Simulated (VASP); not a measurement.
BN, 2 atoms in the cell. Symmetry: R3m, No. 160, trigonal system. Conventional cell: a = 2.452 Å, b = 2.452 Å, c = 10.119 Å, α = 90.00°, β = 90.00°, γ = 120.00°. Within 1.9 Å of B (site symmetry 3m) lie 3 N at 1.42 Å. N (site symmetry 3m) has 3 B at 1.42 Å within 1.9 Å. 

```yaml
Program: VASP 6.6.1
Task: single point
Functional: PBEsol
Potentials_or_basis: VASP PAW PBE potentials, release 64 (B, N)
Cutoff: 520 eV
k_mesh: 10 × 10 × 10
Occupations: fermi-dirac, width 0.02 eV
Spin: no spin polarisation
Dipole_correction: no
Further_INCAR_settings: ALGO = Normal; EDIFF = 1e-07; NBANDS = 11
```

Potentials or basis: VASP PAW PBE potentials, release 64 (B, N).

Command:

```bash
$ cat potpaw_PBE.64/B/POTCAR potpaw_PBE.64/N/POTCAR > POTCAR
$ mpirun -np 1 vasp_std > vasp.out
```

Hardware: 1 thread of AMD EPYC 9R45 96-Core Processor (Zen 5), on a shared host.

**Question.** Estimate the wall time of this run.

**Answer.** Wall time 18 s on 1 thread of AMD EPYC 9R45 96-Core Processor (Zen 5), on a shared host, peak memory 0.13 GiB. Counts: scf iterations 13, k points 116.
